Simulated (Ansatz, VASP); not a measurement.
**Two plane-wave programs on Co**

File INCAR:

```
PREC = Accurate
ENCUT = 600
EDIFF = 1E-6
ISMEAR = -1
SIGMA = 0.15
LREAL = False
LASPH = True
NELM = 200
ALGO = Normal
ISIF = 2
LWAVE = False
LCHARG = True
ISPIN = 2
MAGMOM = 1.8 1.8 1.8 1.8 1.8 1.8
LORBIT = 11
LMAXMIX = 4
LELF = True
LVHAR = True
NBANDS = 40
GGA_COMPAT = False
```

File KPOINTS:

```
regular mesh
0
Gamma
  6 6 6
```

The input POSCAR:

```
Co
1.0
    0.0000000000      3.2597106974      3.2597106974
    3.2597106974      0.0000000000      3.2597106974
    3.2597106974      3.2597106974      0.0000000000
Co
6
Direct
    0.2500000000      0.2500000000      0.2500000000
    0.0000000000      0.0000000000      0.0000000000
    0.6250000000      0.6250000000      0.1250000000
    0.6250000000      0.1250000000      0.6250000000
    0.1250000000      0.6250000000      0.6250000000
    0.6250000000      0.6250000000      0.6250000000
```

Input for Ansatz:

```yaml
crystal:
  lattice:
    - [0.0, 3.2597106973877312, 3.2597106973877312]
    - [3.2597106973877312, 0.0, 3.2597106973877312]
    - [3.2597106973877312, 3.2597106973877312, 0.0]
  atoms:
    - { symbol: Co, position: [0.25, 0.25, 0.25], spin: 1.8 }
    - { symbol: Co, position: [0.0, 0.0, 0.0], spin: 1.8 }
    - { symbol: Co, position: [0.625, 0.625, 0.125], spin: 1.8 }
    - { symbol: Co, position: [0.625, 0.125, 0.625], spin: 1.8 }
    - { symbol: Co, position: [0.125, 0.625, 0.625], spin: 1.8 }
    - { symbol: Co, position: [0.625, 0.625, 0.625], spin: 1.8 }
basis:
  ecutwfc: 435.382179935808
kpoints:
  mp_grid:
    grid: [6, 6, 6]
hamiltonian:
  xc: lda
magnetization:
  spin_polarized: true
scf:
  convergence:
    dr2_threshold: 1.0e-09
  occupations:
    method: fermi_dirac
    width: 0.15
output:
  stress: true
```

Alike in both runs: task single point; functional LDA; k mesh 6 × 6 × 6; occupations fermi-dirac, width 0.15 eV; collinear spin.

```csv
,VASP,Ansatz
version,VASP 6.6.1,Ansatz 0.2.0
potentials or method,"VASP PAW LDA potentials, release 64 (Co), cutoff 600 eV","plane waves, PAW"
valence electrons in the cell,54,102
```

```csv
,VASP,Ansatz,Ansatz less VASP
pressure (GPa),-18.6,-17.5,+1.08
net moment per atom (μB),1.56,1.62,+0.056
size of the moment on the site where the two differ most (μB),1.50,1.60,+0.106
```

LDA's correlation is that of Perdew and Zunger in VASP and of Perdew and Wang (1992) in Ansatz. Site moments also hang on the region over which each program counts them. VASP's potentials hold 54 valence electrons a cell and Ansatz's 102, so a difference there can come from the potentials and not from the codes. Ansatz's warnings: stress scf threshold loose.
